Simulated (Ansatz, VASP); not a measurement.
# Ga: VASP beside Ansatz

File POSCAR:

```
Ga
1.0
    0.0000000000      2.1035383473      2.1035383473
    2.1035383473      0.0000000000      2.1035383473
    2.1035383473      2.1035383473      0.0000000000
Ga
1
Direct
    0.0000000000      0.0000000000      0.0000000000
```

File INCAR.step1:

```
PREC = Accurate
ENCUT = 520
EDIFF = 1E-5
ISMEAR = 0
SIGMA = 0.05
LREAL = F
LASPH = T
NELM = 100
ALGO = Normal
ISIF = 2
LWAVE = T
LCHARG = F
GGA = PE
NBANDS = 12
```

Contents of INCAR.step2:

```
PREC = Accurate
ENCUT = 520
EDIFF = 1E-6
ISMEAR = 0
SIGMA = 0.05
LREAL = F
LASPH = T
NELM = 100
ALGO = Normal
ISIF = 2
LWAVE = F
LCHARG = F
GGA = PE
LHFCALC = T
HFSCREEN = 0.2079
PRECFOCK = Normal
ISTART = 1
NBANDS = 12
```

Contents of KPOINTS:

```
regular mesh
0
Gamma
  8 8 8
```

Input for Ansatz:

```yaml
crystal:
  lattice:
    - [0.0, 2.1035383473, 2.1035383473]
    - [2.1035383473, 0.0, 2.1035383473]
    - [2.1035383473, 2.1035383473, 0.0]
  atoms:
    - { symbol: Ga, position: [0.0, 0.0, 0.0] }
basis:
  ecutwfc: 420
  ecutrho_ratio: 4
kpoints:
  mp_grid: { grid: [8, 8, 8] }
hamiltonian:
  xc: hse06
scf:
  occupations: { method: gaussian, width: 0.05 }
output:
  forces: true
  stress: true
  eigenvalues: true
```

Alike in both runs: task single point; functional HSE06; k mesh 8 × 8 × 8; occupations gaussian, width 0.05 eV; no spin polarisation.

|  | VASP | Ansatz |
| --- | --- | --- |
| version | VASP 6.6.1 | Ansatz 0.2.0 |
| potentials or method | VASP PAW PBE potentials, release 64 (Ga_d), cutoff 520 eV | scalar-relativistic, plane waves, PAW |
| valence electrons in the cell | 13 | 13 |

Ansatz gave:

- gap on the k mesh at the Fermi level (eV): none
- pressure (GPa): 0.0

Which values does VASP return?

gap on the k mesh at the Fermi level (eV): none; pressure (GPa): 0.3.

A gap of «none» marks a metal or a gap that the smearing closes. The functional is the same, so the differences come from potentials, cutoffs and numerics. Ansatz's warnings: filled band counts differ across k points, stress exchange threshold loose, stress scf threshold loose.
